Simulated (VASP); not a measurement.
# NbCo3 (Pm-3m) in VASP: further runs

The runs below take NbCo3 through single point, with LDA.

All numbers are computed with VASP 6.6.1; they aren't measurements. Logs are shortened: lines on timing, memory, paths and dates and some standing lists are left out, and cuts for length are marked.

## Step 1: The cell of the first run

Symmetry: Pm-3m, No. 221, cubic system. The conventional cell has a = 3.614 Å, b = 3.614 Å, c = 3.614 Å, α = 90.00°, β = 90.00°, γ = 90.00°. Nb (site symmetry m-3m) has 12 Co at 2.56 Å within 3.4 Å. Within 3.4 Å of Co (site symmetry 4/mmm) lie 4 Nb at 2.56 Å and 8 Co at 2.56 Å.

## Step 2: Single point, LDA, collinear spin, ferromagnetic start

Contents of INCAR:

```
SYSTEM = NbCo3
ALGO = Normal
EDIFF = 1E-7
ENCUT = 520
ISIF = 2
ISMEAR = -1
ISPIN = 2
LASPH = .TRUE.
LCHARG = .TRUE.
LELF = .TRUE.
LMAXMIX = 4
LORBIT = 11
LREAL = .FALSE.
LVHAR = .TRUE.
LWAVE = .FALSE.
MAGMOM = 0 2.5 2.5 2.5
NBANDS = 32
NELM = 150
PREC = Accurate
SIGMA = 0.05
```

Contents of KPOINTS:

```
k-points
0
G
  6 6 6
  0 0 0
```

Contents of POSCAR:

```
NbCo3
1.0
    3.6144800000      0.0000000000      0.0000000000
    0.0000000000      3.6144800000      0.0000000000
    0.0000000000      0.0000000000      3.6144800000
Nb Co
1 3
Direct
    0.0000000000      0.0000000000      0.0000000000
    0.5000000000      0.5000000000      0.0000000000
    0.0000000000      0.5000000000      0.5000000000
    0.5000000000      0.0000000000      0.5000000000
```

Potentials or basis: VASP PAW LDA potentials, release 64 (Nb_sv, Co).

Started as:

```bash
$ cat potpaw_LDA.64/Nb_sv/POTCAR potpaw_LDA.64/Co/POTCAR > POTCAR
$ mpirun -np 1 vasp_std > vasp.out
```

OUTCAR:

```text
SYSTEM = NbCo3
   EDIFF = 1E-7
   ENCUT = 520
   ISIF = 2
   ISMEAR = -1
   ISPIN = 2
   LASPH = .TRUE.
   LORBIT = 11
   LREAL = .FALSE.
   NELM = 150
   PREC = Accurate

 ion  position               nearest neighbor table
   1  0.000  0.000  0.000-   2 2.56   3 2.56   4 2.56   3 2.56   4 2.56   2 2.56   3 2.56   3 2.56
                             2 2.56   4 2.56   4 2.56   2 2.56
   2  0.500  0.500  0.000-   1 2.56   3 2.56   4 2.56   3 2.56   4 2.56   1 2.56   4 2.56   4 2.56
                             1 2.56   3 2.56   3 2.56   1 2.56
   3  0.000  0.500  0.500-   1 2.56   2 2.56   4 2.56   1 2.56   2 2.56   1 2.56   4 2.56   1 2.56
                             2 2.56   4 2.56   2 2.56   4 2.56
   4  0.500  0.000  0.500-   1 2.56   2 2.56   3 2.56   1 2.56   2 2.56   2 2.56   3 2.56   2 2.56
                             1 2.56   3 2.56   1 2.56   3 2.56

  LATTYP: Found a simple cubic cell.
 ALAT       =     3.6144800000

  Lattice vectors:

 A1 = (   3.6144800000,   0.0000000000,   0.0000000000)
 A2 = (   0.0000000000,   3.6144800000,   0.0000000000)
 A3 = (   0.0000000000,   0.0000000000,   3.6144800000)

Analysis of symmetry for initial positions (statically):
=====================================================================
 Subroutine PRICEL returns:
 Original cell was already a primitive cell.

 Routine SETGRP: Setting up the symmetry group for a
 simple cubic supercell.

 Subroutine GETGRP returns: Found 48 space group operations
 (whereof 48 operations were pure point group operations)
 out of a pool of 48 trial point group operations.

The static configuration has the point symmetry O_h .

Analysis of symmetry for dynamics (positions and initial velocities):
=====================================================================
 Subroutine PRICEL returns:
 Original cell was already a primitive cell.

 Routine SETGRP: Setting up the symmetry group for a
 simple cubic supercell.

 Subroutine GETGRP returns: Found 48 space group operations
 (whereof 48 operations were pure point group operations)
 out of a pool of 48 trial point group operations.

The dynamic configuration has the point symmetry O_h .

Analysis of structural, dynamic, and magnetic symmetry:
=====================================================================
 Subroutine PRICEL returns:
 Original cell was already a primitive cell.

 Routine SETGRP: Setting up the symmetry group for a
 simple cubic supercell.

 Subroutine GETGRP returns: Found 48 space group operations
 (whereof 48 operations were pure point group operations)
 out of a pool of 48 trial point group operations.

The overall configuration has the point symmetry O_h .

 Subroutine INISYM returns: Found 48 space group operations
 (whereof 48 operations are pure point group operations),
 and found     1 'primitive' translations

----------------------------------------------------------------------------------------

                                     Primitive cell

  volume of cell :      47.2212

  direct lattice vectors                    reciprocal lattice vectors
     3.614480000  0.000000000  0.000000000     0.276664970  0.000000000  0.000000000
     0.000000000  3.614480000  0.000000000     0.000000000  0.276664970  0.000000000
     0.000000000  0.000000000  3.614480000     0.000000000  0.000000000  0.276664970

  length of vectors
     3.614480000  3.614480000  3.614480000     0.276664970  0.276664970  0.276664970

  position of ions in fractional coordinates (direct lattice)
     0.000000000  0.000000000  0.000000000
     0.500000000  0.500000000  0.000000000
     0.000000000  0.500000000  0.500000000
     0.500000000  0.000000000  0.500000000

  ion indices of the primitive-cell ions
   primitive index   ion index
                 1           1
                 2           2
                 3           3
                 4           4

----------------------------------------------------------------------------------------

 KPOINTS: k-points

Automatic generation of k-mesh.
 Grid dimensions read from file:
 generate k-points for:    6    6    6

 Generating k-lattice:

  Cartesian coordinates                     Fractional coordinates (reciprocal lattice)
     0.046110828  0.000000000  0.000000000     0.166666667  0.000000000  0.000000000
     0.000000000  0.046110828  0.000000000     0.000000000  0.166666667  0.000000000
     0.000000000  0.000000000  0.046110828     0.000000000  0.000000000  0.166666667

  Length of vectors
     0.046110828  0.046110828  0.046110828

  Shift w.r.t. Gamma in fractional coordinates (k-lattice)
     0.000000000  0.000000000  0.000000000

 Subroutine IBZKPT returns following result:
 ===========================================

 Found     20 irreducible k-points:

 Following reciprocal coordinates:
            Coordinates               Weight
  0.000000  0.000000  0.000000      1.000000
  0.166667  0.000000  0.000000      6.000000
  0.333333  0.000000  0.000000      6.000000
  0.500000  0.000000  0.000000      3.000000
  0.166667  0.166667  0.000000     12.000000
  0.333333  0.166667  0.000000     24.000000
[... 12 lines left out ...]
  0.500000  0.500000  0.333333      6.000000
  0.500000  0.500000  0.500000      1.000000
   k-points           NKPTS =     20   k-points in BZ     NKDIM =     20   number of bands    NBANDS=     32
   number of dos      NEDOS =    301   number of ions     NIONS =      4
   total plane-waves  NPLWV =  21952
   dimension x,y,z NGX =    28 NGY =   28 NGZ =   28
   dimension x,y,z NGXF=    56 NGYF=   56 NGZF=   56
   ions per type =               1   3
   NGX,Y,Z   is equivalent  to a cutoff of  12.88, 12.88, 12.88 a.u.
   NGXF,Y,Z  is equivalent  to a cutoff of  25.76, 25.76, 25.76 a.u.
 SYSTEM =  NbCo3
   PREC   = accura    normal or accurate (medium, high low for compatibility)
   ISTART =      0    job   : 0-new  1-cont  2-samecut
   ICHARG =      2    charge: 1-file 2-atom 10-const
   ISPIN  =      2    spin polarized calculation?
   LNONCOLLINEAR =      F non collinear calculations
   LSORBIT =      F    spin-orbit coupling
   LASPH  =      T    aspherical Exc in radial PAW
   ENCUT  =  520.0 eV  38.22 Ry    6.18 a.u.   6.72  6.72  6.72*2*pi/ulx,y,z
   NELM   =    150;   NELMIN=  2; NELMDL= -5     # of ELM steps
   EDIFF  = 0.1E-06   stopping-criterion for ELM
   LREAL  =      F    real-space projection
   EDIFFG = 0.1E-05   stopping-criterion for IOM
   NSW    =      0    number of steps for IOM
   IBRION =     -1    ionic relax: 0-MD 1-quasi-New 2-CG
   NFREE  =      0    steps in history (QN), initial steepest desc. (CG)
   ISIF   =      2    stress and relaxation
   ISYM   =      2    0-nonsym 1-usesym 2-fastsym
   POTIM  = 0.5000    time-step for ionic-motion
   TEBEG  =    0.0;   TEEND  =   0.0 temperature during run
   PSTRESS=    0.0 pullay stress
   NELECT =      40.0000    total number of electrons
   NUPDOWN=      -1.0000    fix difference up-down
   EMIN   =  10.00;   EMAX   =-10.00  energy-range for DOS
   EFERMI =   0.00;   METHOD = LEGACY
   ISMEAR =    -1;   SIGMA  =   0.05  broadening in eV -4-tet -1-fermi 0-gaus
   EFERMI_NEDOS =   21; number of points for ismear=-14 and -15
   IALGO  =     38    algorithm
   IMIX   =      4    mixing-type and parameters
     AMIX     =   0.40;   BMIX     =  1.00
     AMIX_MAG =   1.60;   BMIX_MAG =  1.00
  volume/ion in A,a.u.               =      11.81        79.67
  Fermi-wavevector in a.u.,A,eV,Ry     =   1.548991  2.927169 32.645469  2.399374
  Thomas-Fermi vector in A             =   2.653862
   LORBIT       =     11    0 simple, 1 ext, 2 COOP (PROOUT), +10 PAW based schemes
   GGA     = CA    functional components
   LHFCALC =     F    Hartree Fock is set to
   AEXX    =    0.0000 exact exchange contribution
   IVDW    =     0    specifies the selected vdW correction
   LEPSILON=     F    determine dielectric tensor
   LRPA    =     F    only Hartree local field effects (RPA)
 spin polarized calculation
  energy-cutoff  :      520.00
  volume of cell :       47.22
 maximum number of plane-waves:      1328
 NGX is ok and might be reduce to    28
   NGX = 13   NGY = 13   NGZ = 13

 number of electron      40.0000028 magnetization       0.0028515

 number of electron      40.0000028 magnetization      -0.0002825

 Free energy of the ion-electron system (eV)
  ---------------------------------------------------
  ext. energy  EPLUGINS =         0.00000000
  ---------------------------------------------------
  free energy    TOTEN  =       -36.65756000 eV

  energy without entropy =      -36.62109349  energy(sigma->0) =      -36.63932674

 E-fermi :  11.2106     XC(G=0): -13.7723

 val. band max:       11.1945380916   @ k =   0.5000   0.3333   0.1667
 cond. band min:      11.2721713126   @ k =   0.1667   0.0000   0.0000
 fundamental gap:      0.0776332210
 Fermi energy:        11.2106456776

 spin component 1

 k-point     1 :       0.0000    0.0000    0.0000
  band No.  band energies     occupation
      1     -43.2838      1.00000
      2     -19.5133      1.00000
      3     -19.5133      1.00000
      4     -19.5133      1.00000
      5       3.1363      1.00000
      6       6.0751      1.00000
[... 24 lines left out ...]
     31      23.4052      0.00000
     32      23.4052      0.00000

 k-point     2 :       0.1667    0.0000    0.0000
  band No.  band energies     occupation
      1     -43.2816      1.00000
      2     -19.5479      1.00000
      3     -19.5145      1.00000
      4     -19.5145      1.00000
      5       3.5292      1.00000
      6       6.3032      1.00000
[... 24 lines left out ...]
     31      23.7859      0.00000
     32      23.7859      0.00000
[... 593 lines left out ...]
     31      21.3625      0.00000
     32      21.8211      0.00000

 k-point    20 :       0.5000    0.5000    0.5000
  band No.  band energies     occupation
      1     -43.2662      1.00000
      2     -19.5999      1.00000
      3     -19.5999      1.00000
      4     -19.5999      1.00000
      5       6.2349      1.00000
      6       6.2349      1.00000
[... 24 lines left out ...]
     31      21.0956      0.00000
     32      21.0956      0.00000
 Fermi energy:        11.2106456776

 spin component 2

 k-point     1 :       0.0000    0.0000    0.0000
  band No.  band energies     occupation
      1     -43.2838      1.00000
      2     -19.5133      1.00000
      3     -19.5133      1.00000
      4     -19.5133      1.00000
      5       3.1363      1.00000
      6       6.0751      1.00000
[... 24 lines left out ...]
     31      23.4052      0.00000
     32      23.4052      0.00000

 k-point     2 :       0.1667    0.0000    0.0000
  band No.  band energies     occupation
      1     -43.2816      1.00000
      2     -19.5479      1.00000
      3     -19.5145      1.00000
      4     -19.5145      1.00000
      5       3.5292      1.00000
      6       6.3032      1.00000
[... 24 lines left out ...]
     31      23.7859      0.00000
     32      23.7859      0.00000
[... 593 lines left out ...]
     31      21.3625      0.00000
     32      21.8211      0.00000

 k-point    20 :       0.5000    0.5000    0.5000
  band No.  band energies     occupation
      1     -43.2662      1.00000
      2     -19.5999      1.00000
      3     -19.5999      1.00000
      4     -19.5999      1.00000
      5       6.2349      1.00000
      6       6.2349      1.00000
[... 24 lines left out ...]
     31      21.0956      0.00000
     32      21.0956      0.00000

------------------------ aborting loop because EDIFF is reached ----------------------------------------

  FORCE on cell =-STRESS in cart. coord.  units (eV):
  Direction    XX          YY          ZZ          XY          YZ          ZX
  --------------------------------------------------------------------------------------
  -------------------------------------------------------------------------------------
  Total       -3.7238283     -3.7238283     -3.7238283      0.0000000     -0.0000000     -0.0000000
  in kB     -126.3463663   -126.3463663   -126.3463663      0.0000000     -0.0000000     -0.0000000
  external PRESSURE =    -126.3463663 kB  Pullay stress =       0.0000000 kB

 VOLUME and BASIS-vectors are now :
 -----------------------------------------------------------------------------
  energy-cutoff  :      520.00
  volume of cell :       47.22
      direct lattice vectors                 reciprocal lattice vectors
     3.614480000  0.000000000  0.000000000     0.276664970  0.000000000  0.000000000
     0.000000000  3.614480000  0.000000000     0.000000000  0.276664970  0.000000000
     0.000000000  0.000000000  3.614480000     0.000000000  0.000000000  0.276664970

 POSITION                                       TOTAL-FORCE (eV/Angst)
 -----------------------------------------------------------------------------------
      0.00000      0.00000      0.00000         0.000000      0.000000      0.000000
      1.80724      1.80724      0.00000         0.000000      0.000000      0.000000
      0.00000      1.80724      1.80724         0.000000      0.000000      0.000000
      1.80724      0.00000      1.80724         0.000000      0.000000      0.000000
 -----------------------------------------------------------------------------------
    total drift:                                0.000000      0.000000      0.000000

  FREE ENERGIE OF THE ION-ELECTRON SYSTEM (eV)
  ---------------------------------------------------
  free  energy   TOTEN  =       -36.6575600027 eV

  energy  without entropy=      -36.6210934852  energy(sigma->0) =      -36.63932674

 total charge

# of ion       s       p       d       tot
------------------------------------------
    1        2.251   6.047   2.442  10.740
    2        0.513   0.531   7.375   8.418
    3        0.513   0.531   7.375   8.418
    4        0.513   0.531   7.375   8.418
--------------------------------------------------
tot          3.789   7.639  24.565  35.994

 magnetization (x)

# of ion       s       p       d       tot
------------------------------------------
    1       -0.000   0.000   0.000   0.000
    2        0.000   0.000  -0.000  -0.000
    3        0.000   0.000  -0.000  -0.000
    4        0.000   0.000  -0.000  -0.000
--------------------------------------------------
tot         -0.000   0.000  -0.000  -0.000
```

Wall time 1.9 min (1 thread of Intel Xeon Platinum 8375C at 2.90GHz (Ice Lake), shared host); peak memory 0.17 GiB.

What came out:

- Free energy: -36.6576 eV
- Pressure: -12.6 GPa
- Band gap on the k mesh: zero (filled and empty bands overlap)
- Net moment: 0.00 μB per cell
- Valence electrons inside the program's atomic spheres: Nb 10.74; Co 8.42

Levels at points of the mesh, in eV from the Fermi level:
Spin up:
```
           k point  band 18  band 19  band 20  band 21  band 22  band 23
(0.00, 0.00, 0.00)     0.50     0.50     0.50     2.38     2.38     3.33
(0.50, 0.00, 0.00)    -0.78    -0.75    -0.05     0.50     0.63     0.63
(0.50, 0.50, 0.00)    -0.89    -0.89    -0.69    -0.50     1.29     1.29
(0.50, 0.50, 0.50)     0.27     0.27     0.27     1.17     1.17     1.17
```
Spin down:
| k point | band 16 | band 17 | band 18 | band 19 | band 20 | band 21 | band 22 | band 23 | band 24 | band 25 |
| --- | --- | --- | --- | --- | --- | --- | --- | --- | --- | --- |
| (0.00, 0.00, 0.00) | -0.22 | 0.21 | 0.50 | 0.50 | 0.50 | 2.38 | 2.38 | 3.33 | 3.33 | 3.33 |
| (0.50, 0.00, 0.00) | -0.80 | -0.78 | -0.78 | -0.75 | -0.05 | 0.50 | 0.63 | 0.63 | 1.57 | 2.39 |
| (0.50, 0.50, 0.00) | -1.91 | -1.09 | -0.89 | -0.89 | -0.69 | -0.50 | 1.29 | 1.29 | 2.03 | 2.03 |
| (0.50, 0.50, 0.50) | -1.45 | -0.18 | 0.27 | 0.27 | 0.27 | 1.17 | 1.17 | 1.17 | 1.95 | 1.95 |

Caveat: the starting moments collapsed, and a magnetic state may lie lower.

## Step 3: Single point, LDA, collinear spin, ferromagnetic start

Contents of INCAR:

```
PREC     = Accurate       # precision mode
ENCUT    = 520            # plane-wave cutoff, eV
EDIFF    = 1E-7           # SCF threshold, eV
ISMEAR   = -1             # smearing method
SIGMA    = 0.05           # smearing width, eV
LREAL    = False          # projectors in reciprocal space
LASPH    = True           # aspherical terms in the spheres
NELM     = 150            # most SCF steps
ALGO     = Normal         # electronic algorithm
ISIF     = 2              # what is computed and relaxed
LWAVE    = False          # write WAVECAR
LCHARG   = True           # write CHGCAR
ISPIN    = 2              # spin polarisation
MAGMOM   = 0 2.5 2.5 2.5  # initial moments
LORBIT   = 11             # projections on sites
LMAXMIX  = 4              # l up to which the mixer works
GGA      = CA             # functional
LELF     = True           # ELF
LVHAR    = True         
NBANDS   = 32             # bands
```

Contents of KPOINTS:

```
regular mesh
0
Gamma
  6 6 6
```

POSCAR is that of step 2.

Potentials or basis: VASP PAW LDA potentials, release 64 (Nb_sv, Co).

Started as:

```bash
$ cat potpaw_LDA.64/Nb_sv/POTCAR potpaw_LDA.64/Co/POTCAR > POTCAR
$ mpirun -np 1 vasp_std > vasp.out
```

It took 2 min on 1 thread of Intel Xeon Platinum 8375C at 2.90GHz (Ice Lake), shared host; peak memory 0.17 GiB.

The run converged. Its results:

| Item | Value |
| --- | --- |
| Free energy | -36.6576 eV |
| Pressure | -12.6 GPa |
| Band gap on the k mesh | zero (filled and empty bands overlap) |
| Net moment | 0.00 μB per cell |
| Valence electrons inside the program's atomic spheres | Nb 10.74; Co 8.42 |

Levels at points of the mesh, in eV from the Fermi level:
Spin up:
```
           k point  band 17  band 18  band 19  band 20  band 21  band 22  band 23  band 24
(0.00, 0.00, 0.00)     0.21     0.50     0.50     0.50     2.38     2.38     3.33     3.33
(0.50, 0.00, 0.00)    -0.78    -0.78    -0.75    -0.05     0.50     0.63     0.63     1.57
(0.50, 0.50, 0.00)    -1.09    -0.89    -0.89    -0.69    -0.50     1.29     1.29     2.03
(0.50, 0.50, 0.50)    -0.18     0.27     0.27     0.27     1.17     1.17     1.17     1.95
```
Spin down:
```tsv
k point	band 18	band 19	band 20	band 21	band 22	band 23
(0.00, 0.00, 0.00)	0.50	0.50	0.50	2.38	2.38	3.33
(0.50, 0.00, 0.00)	-0.78	-0.75	-0.05	0.50	0.63	0.63
(0.50, 0.50, 0.00)	-0.89	-0.89	-0.69	-0.50	1.29	1.29
(0.50, 0.50, 0.50)	0.27	0.27	0.27	1.17	1.17	1.17
```

Caveat: the starting moments collapsed, and a magnetic state may lie lower.
